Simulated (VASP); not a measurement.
Wanted: the native input for a VASP 6.6.1 run.

- Task: relaxation of cell and atoms
- Functional: PBEsol
- Potentials or basis: VASP PAW PBE potentials, release 64 (La)
- Cutoff: 600 eV
- k mesh: 7 × 7 × 7
- Occupations: gaussian, width 0.05 eV
- Spin: no spin polarisation
- Target pressure: 20 GPa
- Dipole correction: no
- Further INCAR settings: ALGO = Normal; EDIFF = 1e-06; IBRION = 2; EDIFFG = -0.03; NSW = 60; ISIF = 3

The structure of La lies in POSCAR:

```
La
1.0
    3.6785830288     -0.0000000204     -0.0000000353
   -1.2261943237      3.4682013466     -0.0000000353
   -1.2261943237     -1.7341006224      3.0035505010
La
1
Direct
    0.0000000000      0.0000000000      0.0000000000
```

This isn't the form of La at room conditions, which is double hcp.

One way to write it, as run:

INCAR

```
PREC = Accurate
ENCUT = 600
EDIFF = 1E-6
ISMEAR = 0
SIGMA = 0.05
LREAL = False
LASPH = True
NELM = 60
ALGO = Normal
ISIF = 3
LWAVE = False
LCHARG = False
GGA = PS
IBRION = 2
NSW = 60
EDIFFG = -0.03
PSTRESS = 200.0
```

KPOINTS

```
regular mesh
0
Gamma
  7 7 7
```

Potentials or basis: VASP PAW PBE potentials, release 64 (La).

Launch:

```bash
$ cat potpaw_PBE.64/La/POTCAR > POTCAR
$ mpirun -np 1 vasp_std > vasp.out
```

It gave:

- Relaxed volume: 23.39 Å³/atom
- Relaxed cell: a = 3.120 Å, b = 3.120 Å, c = 3.120 Å, α = 109.47°, β = 109.47°, γ = 109.47°
- Space group after relaxing (to 0.1 Å): Im-3m (No. 229)
- Energy change on relaxing (the run minimises the enthalpy): +553.3 meV/atom
- Ionic steps: 9
- Pressure after relaxing: 20.2 GPa
- Band gap on the k mesh: zero (an odd number of electrons rules out a gap without spin polarisation)

Caveat: the cell is relaxed towards a set pressure, so the run minimises the enthalpy, not the energy; the volume moved by over 15 % at a fixed basis, so the end points are rough; the PAW data sets were made with another functional, which shifts forces and pressure a little; spin-orbit coupling is left out, which moves the levels of the heavy elements.

It took 82 s on 1 thread of Intel(R) Xeon(R) Platinum 8559C (Emerald Rapids), with other jobs on the host, peak memory 0.2 GiB.
